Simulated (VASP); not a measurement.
GaN, 2 atoms in the cell. It takes space group I4/mmm (No. 139, tetragonal). The conventional cell has a = 3.110 Å, b = 3.110 Å, c = 4.270 Å, α = 90.00°, β = 90.00°, γ = 90.00°. Within 2.8 Å of Ga (site symmetry 4/mmm) lie 6 N at 2.14 to 2.20 Å. N (site symmetry 4/mmm) has 6 Ga at 2.14 to 2.20 Å within 2.8 Å.  This cell differs from its parent crystal: strain +0.030 along x and y, +0.000 along z.

| Property | Result |
| --- | --- |
| Program | VASP 6.6.1 |
| Task | single point |
| Functional | LDA |
| Potentials or basis | VASP PAW LDA potentials, release 64 (Ga_d, N) |
| Cutoff | 520 eV |
| k mesh | 14 × 14 × 14 |
| Occupations | gaussian, width 0.03 eV |
| Spin | no spin polarisation |
| Dipole correction | no |
| Further INCAR settings | ALGO = Normal; EDIFF = 1e-07; NBANDS = 16 |

Potentials or basis: VASP PAW LDA potentials, release 64 (Ga_d, N).

The run is started by

```sh
$ cat potpaw_LDA.64/Ga_d/POTCAR potpaw_LDA.64/N/POTCAR > POTCAR
$ mpirun -np 1 vasp_std > vasp.out
```

Hardware: 1 thread of Intel Xeon 8259CL (shared host).

Task: How long does it take, and how much memory?

Result: It took 88 s on 1 thread of Intel Xeon 8259CL (shared host), peak memory 0.19 GiB. Counts: scf iterations 14, k points 244.
